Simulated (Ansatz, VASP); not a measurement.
## Two plane-wave programs on Ni

File INCAR:

```
ALGO = Normal
EDIFF = 1E-6
ENCUT = 600
GGA = PE
GGA_COMPAT = False
ISIF = 2
ISMEAR = -1
ISYM = 0
LASPH = True
LCHARG = False
LDAU = True
LDAUJ = 0
LDAUL = 2
LDAUPRINT = 1
LDAUTYPE = 2
LDAUU = 3
LMAXMIX = 4
LREAL = False
LWAVE = False
NBANDS = 28
NELM = 200
PREC = Accurate
SIGMA = 0.1
```

File KPOINTS:

```
k-points
0
Gamma
  6 6 5
```

File POSCAR:

```
Ni
1.0
    1.9070160000      3.2300790000      0.0000000000
    1.9070160000     -3.2300790000      0.0000000000
    0.0000000000      0.0000000000     -3.8148750000
Ni
4
Direct
    0.1549000000      0.8451000000      0.9190000000
    0.3451000000      0.6549000000      0.4190000000
    0.8451000000      0.1549000000      0.0810000000
    0.6549000000      0.3451000000      0.5810000000
```

Input for Ansatz:

```yaml
crystal:
  lattice:
    - [1.907016, 3.230079, 0.0]
    - [1.907016, -3.230079, 0.0]
    - [0.0, 0.0, -3.814875]
  atoms:
    - { symbol: Ni, position: [0.1549, 0.8451, 0.919] }
    - { symbol: Ni, position: [0.3451, 0.6549, 0.419] }
    - { symbol: Ni, position: [0.8451, 0.1549, 0.081] }
    - { symbol: Ni, position: [0.6549, 0.3451, 0.581] }
  symmetry: { detect: false }
kpoints:
  mp_grid: { grid: [6, 6, 5], shift: [0, 0, 0] }
magnetization:
  spin_polarized: false
scf:
  occupations: { method: fermi_dirac }
hamiltonian:
  pseudopotentials: { kind: paw }
  xc: pbe
  hubbard: { sites: [{ species: Ni, l: d, u_eff: 3.0 }], double_counting: fll }
basis:
  ecutwfc: 420
output:
  forces: true
  stress: true
  eigenvalues: true
  write_density: true
  write_potential: true
  elf: true
  volumetric_format: npy
```

Alike in both runs: task single point; functional PBE; k mesh 6 × 6 × 5; no spin polarisation; Hubbard terms Ni d U = 3.0 eV.

|  | VASP | Ansatz |
| --- | --- | --- |
| version | VASP 6.6.1 | Ansatz 0.2.0 |
| potentials or method | VASP PAW PBE potentials, release 64 (Ni), cutoff 600 eV | PAW plane waves |
| occupations | fermi-dirac, width 0.1 eV | fermi-dirac |
| valence electrons in the cell | 40 | 72 |

Ansatz gave:

| Quantity | Value |
| --- | --- |
| gap on the k mesh at the Fermi level (eV) | none |
| pressure (GPa) | 20.4 |
| traceless stress, the component that is largest in VASP (GPa) | 8.37 |
| rms of the force components (eV/Å) | 0.327 |

Q: What did VASP give for the same quantities?

A: gap on the k mesh at the Fermi level (eV): none; pressure (GPa): 12.2; traceless stress, the component that is largest in VASP (GPa): 7.40; rms of the force components (eV/Å): 0.312.

The programs project onto different local orbitals, so the same U acts differently, and such runs can settle in different states. Atom by atom the forces differ by 0.015 eV/Å (rms over components). A gap of «none» marks a metal or a gap that the smearing closes. VASP's potentials hold 40 valence electrons a cell and Ansatz's 72, so a difference there can come from the potentials and not from the codes. Ansatz's warnings: filled band counts differ across k points.
